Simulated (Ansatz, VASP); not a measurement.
**Al4P: VASP beside Ansatz**

```
CELL_PARAMETERS angstrom
4.50846 0.00000 0.00000
-2.25423 3.90444 0.00000
0.00000 0.00000 7.45054
ATOMIC_POSITIONS crystal
Al 0.00000 0.00000 0.82076
Al 0.00000 0.00000 0.17924
Al 0.33333 0.66667 0.50000
Al 0.66667 0.33333 0.50000
P 0.00000 0.00000 0.50000
```

Alike in both runs: functional PBE; k mesh 12 × 12 × 6; occupations gaussian, width 0.1 eV; no spin polarisation.

Ansatz relaxed the structure, and its values are those at the end. VASP's run is a single point on that final structure, the one shown.

|  | VASP | Ansatz |
| --- | --- | --- |
| version | VASP 6.6.1 | Ansatz 0.2.0 |
| potentials or method | VASP PAW PBE potentials, release 64 (Al, P), cutoff 520 eV | scalar-relativistic, plane waves, PAW |
| valence electrons in the cell | 17 | 17 |

|  | VASP | Ansatz | Ansatz less VASP |
| --- | --- | --- | --- |
| gap on the k mesh at the Fermi level (eV) | none | none | - |
| pressure (GPa) | 0.0 | 0.0 | +0.04 |

A gap of «none» marks a metal or a gap that the smearing closes. The functional is the same, so the differences come from potentials, cutoffs and numerics.
